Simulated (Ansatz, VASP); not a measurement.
# ZnSe in VASP and in Ansatz

```
Zn Se
1.0
     0.00000    2.79550    2.79550
     2.79550    0.00000    2.79550
     2.79550    2.79550    0.00000
Zn Se
1 1
Direct
  0.00000 0.00000 0.00000
  0.75000 0.75000 0.75000
```

Change from the starting cell: volume scaled by 0.96.

Alike in both runs: task single point; functional LDA; k mesh 8 × 8 × 8; occupations fermi-dirac, width 0.03 eV; no spin polarisation.

|  | VASP | Ansatz |
| --- | --- | --- |
| version | VASP 6.6.1 | Ansatz 0.2.0 |
| potentials or method | VASP PAW LDA potentials, release 64 (Zn, Se), cutoff 520 eV | all-electron LAPW, scalar-relativistic |

|  | VASP | Ansatz | Ansatz less VASP |
| --- | --- | --- | --- |
| gap on the k mesh at the Fermi level (eV) | 1.24 | 1.20 | -0.039 |
| pressure (GPa) | -0.5 | -0.9 | -0.34 |

LDA's correlation is that of Perdew and Zunger in VASP and of Perdew and Wang (1992) in Ansatz. Ansatz ran all-electron here, and VASP with PAW potentials.
